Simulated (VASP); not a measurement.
Set up this calculation in VASP 6.6.1, as the native input.

```
Task                   : single point
Functional             : PBEsol
Potentials or basis    : VASP PAW PBE potentials, release 64 (Be, S)
Cutoff                 : 520 eV
k mesh                 : 10 × 10 × 10
Occupations            : gaussian, width 0.05 eV
Spin                   : no spin polarisation
Dipole correction      : no
Further INCAR settings : ALGO = Normal; EDIFF = 1e-06; NBANDS = 11
```

The structure of BeS lies in POSCAR:

```
BeS
1.0
    0.0000000000      2.4192754515      2.2690634510
    2.2690634510      0.0000000000      2.2690634510
    2.2690634510      2.4192754515      0.0000000000
Be S
1 1
Direct
    0.0000000000      0.0000000000      0.0000000000
    0.7500000000      0.7500000000      0.7500000000
```

This cell differs from its parent crystal: volume 12.456 Å^3 an atom, c/a of the conventional cell 1.0662.

These files were run (other wordings do the same):

INCAR

```
SYSTEM = BeS
  PREC = Accurate
  ENCUT = 520
  EDIFF = 1E-6
  ISMEAR = 0
  SIGMA = 0.05
  LREAL = .False.
  LASPH = .True.
  NELM = 60
  ALGO = Normal
  ISIF = 2
  LWAVE = .False.
  LCHARG = .False.
  GGA = PS
  NBANDS = 11
```

KPOINTS

```
regular mesh
0
Gamma
  10 10 10
  0 0 0
```

Potentials or basis: VASP PAW PBE potentials, release 64 (Be, S).

The run is started by

```sh
$ cat potpaw_PBE.64/Be/POTCAR potpaw_PBE.64/S/POTCAR > POTCAR
$ mpirun -np 1 vasp_std > vasp.out
```

Results of the run:

The pressure is 15.9 GPa and the band gap on the k mesh is 2.25 eV, indirect (least direct gap 5.37 eV).

Caveat: the PAW data sets were made with another functional, which shifts forces and pressure a little.

Wall time 15 s on 1 thread of Intel(R) Xeon(R) 6975P-C (Granite Rapids), with other jobs on the host, peak memory 0.15 GiB.
